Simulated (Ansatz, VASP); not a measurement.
# Two plane-wave programs on BN

```
B N
1.0
     2.48000    0.00000    0.00000
    -1.24000    2.14774    0.00000
     0.00000    0.00000   26.00000
B N
1 1
Cartesian
  0.0000 0.0000 13.3570
  1.2400 0.7159 12.6430
```

Alike in both runs: task single point; functional PBE; dispersion D3(BJ); k mesh 12 × 12 × 1; occupations gaussian, width 0.02 eV; no spin polarisation.

|  | VASP | Ansatz |
| --- | --- | --- |
| version | VASP 6.6.1 | Ansatz 0.2.0 |
| potentials or method | VASP PAW PBE potentials, release 64 (B, N), cutoff 520 eV | scalar-relativistic, plane waves, PAW |
| valence electrons in the cell | 8 | 8 |

```tsv
	VASP	Ansatz	Ansatz less VASP
gap on the k mesh at the Fermi level (eV)	none	none	-
rms of the force components (eV/Å)	5.627	5.637	+0.0106
```

Atom by atom the forces differ by 0.011 eV/Å (rms over components). A gap of «none» marks a metal or a gap that the smearing closes. Ansatz's warnings: xc potential rough in thin density.
